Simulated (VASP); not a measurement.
Write the native input for VASP 6.6.1 that does the following.

```yaml
Task: single point
Functional: r2SCAN
Potentials_or_basis: VASP PAW PBE potentials, release 64 (B, N)
Cutoff: 520 eV
k_mesh: 12 × 12 × 6
Occupations: gaussian, width 0.05 eV
Spin: no spin polarisation
Dipole_correction: no
Further_INCAR_settings: ALGO = Normal; EDIFF = 1e-07; NBANDS = 16
```

BN:

```xyz
4
Lattice="2.5440 0.0000 0.0000 -1.2720 2.2031 0.0000 0.0000 0.0000 4.2077" Properties=species:S:1:pos:R:3 pbc="T T T"
B     1.2720    0.7344    4.2069
B     0.0000    1.4688    2.1030
N     1.2720    0.4520    2.5293
N     0.0000    1.1864    0.4254
```

This cell differs from its parent crystal: all N atoms moved +0.300 Å, as atom 3 towards its neighbour atom 2 (B) at 1.561 Å.

These files were run (other wordings do the same):

POSCAR

```
BN
1.0
    2.5439665232      0.0000000000      0.0000000000
   -1.2719832616      2.2031396355      0.0000000000
    0.0000000000      0.0000000000      4.2077449317
B N
2 2
Direct
    0.6666666667      0.3333333333      0.9997995909
    0.3333333333      0.6666666667      0.4997995909
    0.6025914090      0.2051828181      0.6010951399
    0.2692580757      0.5385161514      0.1010951399
```

INCAR.step1

```
PREC = Accurate
ENCUT = 520
ISMEAR = 0
SIGMA = 0.05
LREAL = F
LASPH = T
NELM = 60
NBANDS = 16
GGA = PE
ALGO = Normal
EDIFF = 1E-4
LWAVE = T
LCHARG = F
```

INCAR.step2

```
PREC = Accurate
ENCUT = 520
EDIFF = 1E-7
ISMEAR = 0
SIGMA = 0.05
LREAL = F
LASPH = T
NELM = 60
ALGO = Normal
ISIF = 2
LWAVE = F
LCHARG = F
METAGGA = R2SCAN
LMIXTAU = T
NBANDS = 16
ISTART = 1
```

KPOINTS

```
regular mesh
0
Gamma
  12 12 6
```

Potentials or basis: VASP PAW PBE potentials, release 64 (B, N).

Run with:

```bash
$ cat potpaw_PBE.64/B/POTCAR potpaw_PBE.64/N/POTCAR > POTCAR
$ cp INCAR.step1 INCAR
$ mpirun -np 1 vasp_std > vasp.out
$ cp INCAR.step2 INCAR
$ mpirun -np 1 vasp_std > vasp.out
```

Results of the run:

```yaml
Pressure: 35.1 GPa
Largest_force: 13.375 eV/Å
Band_gap_on_the_k_mesh: 4.43 eV (least direct gap 6.52 eV)
```

Caveat: the cell differs from its parent crystal (all N atoms moved +0.300 Å, as atom 3 towards its neighbour atom 2 (B) at 1.561 Å); the stress differs along the axes, from 20 to 65 GPa; the PAW data sets were made with another functional, which shifts forces and pressure a little.

Run time: 3.1 min on 1 thread of Intel Xeon 8259CL (shared host), peak memory 0.2 GiB.
